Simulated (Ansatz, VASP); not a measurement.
Bi in VASP and in Ansatz

```
Bi
1.0
     3.47008    0.00000    0.00000
    -1.73504    3.00517    0.00000
     0.00000    0.00000    5.75275
Bi
2
Cartesian
  0.0000 2.0034 1.4382
  1.7350 1.0017 4.3146
```

Alike in both runs: functional PBEsol; k mesh 12 × 12 × 8; occupations gaussian, width 0.1 eV; no spin polarisation.

Ansatz relaxed the structure, and its values are those at the end. VASP's run is a single point on that final structure, the one shown.

|  | VASP | Ansatz |
| --- | --- | --- |
| version | VASP 6.6.1 | Ansatz 0.2.0 |
| potentials or method | VASP PAW PBE potentials, release 64 (Bi_d), cutoff 520 eV | scalar-relativistic, plane waves, PAW |
| valence electrons in the cell | 30 | 30 |

```tsv
	VASP	Ansatz	Ansatz less VASP
gap on the k mesh at the Fermi level (eV)	none	none	-
pressure (GPa)	-0.1	0.0	+0.08
```

VASP's potentials were made for PBE, not for PBEsol. A gap of «none» marks a metal or a gap that the smearing closes. The functional is the same, so the differences come from potentials, cutoffs and numerics.

Neither program's run includes spin-orbit coupling.
